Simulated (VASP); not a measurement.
Set up this calculation in VASP 6.6.1, as the native input.

| Quantity | Value |
| --- | --- |
| Task | relaxation of cell and atoms |
| Functional | PBEsol |
| Potentials or basis | VASP PAW PBE potentials, release 64 (Hg, Te) |
| Cutoff | 600 eV |
| k mesh | 12 × 12 × 12 |
| Occupations | gaussian, width 0.1 eV |
| Spin | no spin polarisation |
| Target pressure | 40 GPa |
| Dipole correction | no |
| Further INCAR settings | ALGO = Normal; EDIFF = 1e-06; IBRION = 2; EDIFFG = -0.008; NSW = 70; ISIF = 3 |

The structure of HgTe lies in POSCAR:

```
HgTe
1.0
    0.0000000000      2.9161989856      2.9161989856
    2.9161989856      0.0000000000      2.9161989856
    2.9161989856      2.9161989856      0.0000000000
Hg Te
1 1
Direct
    0.0000000000      0.0000000000      0.0000000000
    0.2500000000      0.2500000000      0.2500000000
```

One way to write it, as run:

INCAR

```
SYSTEM = HgTe
PREC = Accurate
ENCUT = 600
EDIFF = 1E-6
ISMEAR = 0
SIGMA = 0.1
LREAL = .FALSE.
LASPH = .TRUE.
NELM = 100
ALGO = Normal
ISIF = 3
LWAVE = .FALSE.
LCHARG = .FALSE.
GGA = PS
IBRION = 2
NSW = 70
EDIFFG = -0.008
PSTRESS = 400.0
```

KPOINTS

```
Automatic mesh
0
G
  12 12 12
  0 0 0
```

Potentials or basis: VASP PAW PBE potentials, release 64 (Hg, Te).

Launch:

```console
$ cat potpaw_PBE.64/Hg/POTCAR potpaw_PBE.64/Te/POTCAR > POTCAR
$ mpirun -np 1 vasp_std > vasp.out
```

It gave:

```yaml
Relaxed_volume: 23.92 Å³/atom
Relaxed_cell: a = 4.075 Å, b = 4.075 Å, c = 4.075 Å, α = 60.00°, β = 60.00°, γ = 60.00°
Space_group_after_relaxing_to_0.1_Å: F-43m (No. 216)
Energy_change_on_relaxing_the_run_minimises_the_enthalpy: +198.8 meV/atom
Ionic_steps: 4
Pressure_after_relaxing: 40.0 GPa
Band_gap_on_the_k_mesh: 0.10 eV
```

Caveat: the cell is relaxed towards a set pressure, so the run minimises the enthalpy, not the energy; the PAW data sets were made with another functional, which shifts forces and pressure a little; spin-orbit coupling is left out, which moves the levels of the heavy elements.

Wall time 4.1 min on 1 thread of Intel(R) Xeon(R) Platinum 8259CL CPU @ 2.50GHz (Skylake/Cascade Lake), on a shared host, peak memory 0.26 GiB.
